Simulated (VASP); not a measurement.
Set up this calculation in VASP 6.6.1, as the native input.

* Task: relaxation of cell and atoms
* Functional: PBEsol
* Potentials or basis: VASP PAW PBE potentials, release 64 (P, Ir)
* Cutoff: 600 eV
* k mesh: 14 × 14 × 14
* Occupations: gaussian, width 0.1 eV
* Spin: no spin polarisation
* Dipole correction: no
* Further INCAR settings: ALGO = Normal; EDIFF = 1e-06; IBRION = 2; EDIFFG = -0.005; NSW = 70; ISIF = 3

The structure of PIr2 lies in POSCAR:

```
PIr2
1.0
    0.0000000000      2.7929574773      2.7929574773
    2.7929574773      0.0000000000      2.7929574773
    2.7929574773      2.7929574773      0.0000000000
P Ir
1 2
Direct
    0.0000000000      0.0000000000      0.0000000000
    0.2500000000      0.2500000000      0.2500000000
    0.7500000000      0.7500000000      0.7500000000
```

The input as run:

INCAR

```
  PREC = Accurate
  ENCUT = 600
  EDIFF = 1E-6
  ISMEAR = 0
  SIGMA = 0.1
  LREAL = F
  LASPH = T
  NELM = 100
  ALGO = Normal
  ISIF = 3
  LWAVE = F
  LCHARG = F
  GGA = PS
  IBRION = 2
  NSW = 70
  EDIFFG = -0.005
```

KPOINTS

```
regular mesh
0
Gamma
  14 14 14
```

Potentials or basis: VASP PAW PBE potentials, release 64 (P, Ir).

Launch:

```bash
$ cat potpaw_PBE.64/P/POTCAR potpaw_PBE.64/Ir/POTCAR > POTCAR
$ mpirun -np 1 vasp_std > vasp.out
```

Results of the run:

```json
{
 "Relaxed volume": "14.17 Å³/atom",
 "Relaxed cell": "a = 3.918 Å, b = 3.918 Å, c = 3.918 Å, α = 60.00°, β = 60.00°, γ = 60.00°",
 "Space group after relaxing (to 0.05 Å)": "Fm-3m (No. 225)",
 "Energy gained by relaxing": "8.0 meV/atom",
 "Ionic steps": "4",
 "Pressure after relaxing": "0.0 GPa"
}
```

Caveat: the PAW data sets were made with another functional, which shifts forces and pressure a little.

It took 87 s on 1 thread of AMD EPYC 9R45 96-Core Processor (Zen 5) (shared host), peak memory 0.21 GiB.
